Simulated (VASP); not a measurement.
W, 2 atoms in the cell. Symmetry: P6_3/mmc, No. 194, hexagonal system. Conventional cell: a = 2.672 Å, b = 2.672 Å, c = 4.767 Å, α = 90.00°, β = 90.00°, γ = 120.00°. Within 3.5 Å of W (site symmetry -6m2) lie 12 W at 2.67 to 2.84 Å.  This cell differs from its parent crystal: volume scaled by 0.88.

* Program: VASP 6.6.1
* Task: single point
* Functional: RPBE
* Potentials or basis: VASP PAW PBE potentials, release 64 (W_sv)
* Cutoff: 520 eV
* k mesh: 15 × 15 × 7
* Occupations: fermi-dirac, width 0.1 eV
* Spin: no spin polarisation
* Dipole correction: no
* Further INCAR settings: ALGO = Normal; EDIFF = 1e-07; NBANDS = 21

Potentials or basis: VASP PAW PBE potentials, release 64 (W_sv).

The run is started by

```console
$ cat potpaw_PBE.64/W_sv/POTCAR > POTCAR
$ mpirun -np 1 vasp_std > vasp.out
```

Hardware: 1 thread of Intel(R) Xeon(R) 6975P-C (Granite Rapids) (shared host).

How long does it take, and how much memory?

Wall time 22 s on 1 thread of Intel(R) Xeon(R) 6975P-C (Granite Rapids), on a shared host, peak memory 0.18 GiB. Counts: scf iterations 13, k points 108.
